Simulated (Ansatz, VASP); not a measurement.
# Si4Ru: VASP beside Ansatz

```
CELL_PARAMETERS angstrom
-2.75764 2.75764 2.75764
2.75764 -2.75764 2.75764
2.75764 2.75764 -2.75764
ATOMIC_POSITIONS crystal
Si 0.50000 0.00000 0.00000
Si 0.00000 0.50000 0.00000
Si 0.00000 0.00000 0.50000
Si 0.50000 0.50000 0.50000
Ru 0.00000 0.00000 0.00000
```

Alike in both runs: functional PBE; k mesh 4 × 4 × 4; occupations gaussian, width 0.2 eV; no spin polarisation.

Ansatz relaxed the structure, and its values are those at the end. VASP's run is a single point on that final structure, the one shown.

|  | VASP | Ansatz |
| --- | --- | --- |
| version | VASP 6.6.1 | Ansatz 0.2.0 |
| potentials or method | VASP PAW PBE potentials, release 64 (Si, Ru_pv), cutoff 500 eV | scalar-relativistic, plane waves, PAW |
| valence electrons in the cell | 30 | 32 |

|  | VASP | Ansatz | Ansatz less VASP |
| --- | --- | --- | --- |
| gap on the k mesh at the Fermi level (eV) | none | none | - |
| pressure (GPa) | 0.3 | 0.3 | +0.01 |

A gap of «none» marks a metal or a gap that the smearing closes. VASP's potentials hold 30 valence electrons a cell and Ansatz's 32, so a difference there can come from the potentials and not from the codes.

The k mesh is coarse, so the values compare programs but aren't converged.
